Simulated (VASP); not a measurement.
Input of a VASP 6.6.1 run:

INCAR

```
SYSTEM = GaP
ALGO = Normal ; EDIFF = 1E-6
ENCUT = 520 ; ISIF = 2
ISMEAR = 0 ; LASPH = .TRUE.
LCHARG = .TRUE. ; LELF = .TRUE.
LREAL = .FALSE. ; LVHAR = .TRUE.
LWAVE = .FALSE. ; NBANDS = 26
NELM = 60 ; PREC = Accurate
SIGMA = 0.02
```

Contents of KPOINTS:

```
k-points
0
G
  12 12 12
  0 0 0
```

POSCAR

```
GaP
1.0
    1.9430151755      1.1218003346      6.4308101003
   -1.9430151755      1.1218003346      6.4308101003
    0.0000000000     -2.2436006692      6.4308101003
Ga P
2 2
Direct
    0.4353720000      0.4353720000      0.4353720000
    0.5646280000      0.5646280000      0.5646280000
    0.0573890000      0.0573890000      0.0573890000
    0.9426110000      0.9426110000      0.9426110000
```

Potentials or basis: VASP PAW LDA potentials, release 64 (Ga_d, P).

Run with:

```console
$ cat potpaw_LDA.64/Ga_d/POTCAR potpaw_LDA.64/P/POTCAR > POTCAR
$ mpirun -np 1 vasp_std > vasp.out
```

Task: Estimate the band gap on the k mesh.

Result: 0.72 eV (least direct gap 0.96 eV).

Task: What does it give for the largest force?

Result: 0.087 eV/Å.

Forces on the atoms (eV/Å):
```
Ga   0.000  0.000  0.052
Ga   0.000  0.000 -0.052
P    0.000  0.000  0.087
P    0.000  0.000 -0.087
```

Caveat: the cell stands under tension; semilocal functionals underestimate gaps, and a narrow one can read as zero. A k mesh can miss the band edges.
